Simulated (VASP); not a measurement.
## Lu: single point with PBE

Lu:

```xyz
2
Lattice="3.5071 0.0000 0.0000 -1.7535 3.0372 0.0000 0.0000 0.0000 5.4773" Properties=species:S:1:pos:R:3 pbc="T T T"
Lu    0.0000    2.0248    1.3693
Lu    1.7535    1.0124    4.1080
```

| Item | Value |
| --- | --- |
| Program | VASP 6.6.1 |
| Task | single point |
| Functional | PBE |
| Potentials or basis | VASP PAW PBE potentials, release 64 (Lu) |
| Cutoff | 520 eV |
| k mesh | 10 × 10 × 6 |
| Occupations | methfessel-paxton, width 0.2 eV |
| Spin | no spin polarisation |
| Dipole correction | no |
| Further INCAR settings | ALGO = Normal; EDIFF = 1e-06; NBANDS = 32 |

```
Pressure               : 0.1 GPa
Band gap on the k mesh : zero (bands 25 and 26 overlap by 1.84 eV)
```

Stress tensor (GPa, compression positive):
```
 0.27  0.00  0.00
 0.00  0.27  0.00
 0.00  0.00 -0.12
```

Levels at points of the mesh, in eV from the Fermi level:
```csv
k point,band 23,band 24,band 25,band 26,band 27,band 28
"(0.00, 0.00, 0.00)",-4.85,-2.38,0.68,2.20,2.20,2.63
"(0.50, 0.00, 0.00)",-2.33,-1.37,-0.82,-0.35,1.61,1.87
"(0.00, 0.00, 0.50)",-4.34,-4.34,1.23,1.23,2.10,2.10
"(0.50, 0.00, 0.50)",-2.08,-2.08,0.11,0.11,1.38,1.38
```

Run time: 110 s on 1 thread of Intel(R) Xeon(R) 6975P-C (Granite Rapids), on a shared host, peak memory 0.23 GiB.

Caveat: spin-orbit coupling is left out, which moves the levels of the heavy elements.
